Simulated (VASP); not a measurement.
The system is Cd3SeS2.

```
Cd Se S
1.0
     4.19000    0.00000    0.00000
    -2.09500    3.62865    0.00000
     0.00000    0.00000   10.26000
Cd Se S
3 1 2
Direct
  0.66667 0.33333 0.66667
  0.00000 0.00000 0.00000
  0.33333 0.66667 0.33333
  0.00000 0.00000 0.25000
  0.66667 0.33333 0.91667
  0.33333 0.66667 0.58333
```

* Program: VASP 6.6.1
* Task: relaxation of cell and atoms
* Functional: PBE
* Potentials or basis: VASP PAW PBE potentials, release 64 (Cd, Se, S)
* Cutoff: 600 eV
* k mesh: 3 × 3 × 2
* Occupations: gaussian, width 0.15 eV
* Spin: no spin polarisation

At the start: pressure 3.4 GPa; volume 26.00 Å³/atom.

**Question.** Where does the relaxation end?

**Answer.** Over 7 steps the energy falls by 25.5 meV/atom and the volume is 27.56 Å³/atom (+6.0 %); space group P3m1 (No. 156, to 0.05 Å).

Step by step:
| step | energy change (eV) | largest force (eV/Å) | pressure (GPa) | volume (Å³) |
| --- | --- | --- | --- | --- |
| 1 | 0.0000 | 0.6552 | 3.44 | 155.99 |
| 2 | -0.1165 | 0.2991 | -0.96 | 168.92 |
| 3 | -0.1222 | 0.3472 | -0.27 | 166.44 |
| 4 | -0.1346 | 0.2507 | -0.15 | 165.99 |
| 5 | -0.1464 | 0.3063 | 0.14 | 164.89 |
| 6 | -0.1529 | 0.0983 | -0.03 | 165.29 |
| 7 | -0.1531 | 0.0759 | -0.06 | 165.36 |

Final structure:
```
Cd Se S
1.0
     4.28555    0.00000    0.00000
    -2.14278    3.71140    0.00000
     0.00000    0.00000   10.39652
Cd Se S
3 1 2
Direct
  0.66667 0.33333 0.66647
  0.00000 0.00000 0.99015
  0.33333 0.66667 0.34267
  0.00000 0.00000 0.24863
  0.66667 0.33333 0.91374
  0.33333 0.66667 0.58834
```

Caveat: the k points lie up to 0.56 Å⁻¹ apart in the final cell; the relaxation stopped at a loose force limit of 0.08 eV/Å, so its end isn't a converged minimum.
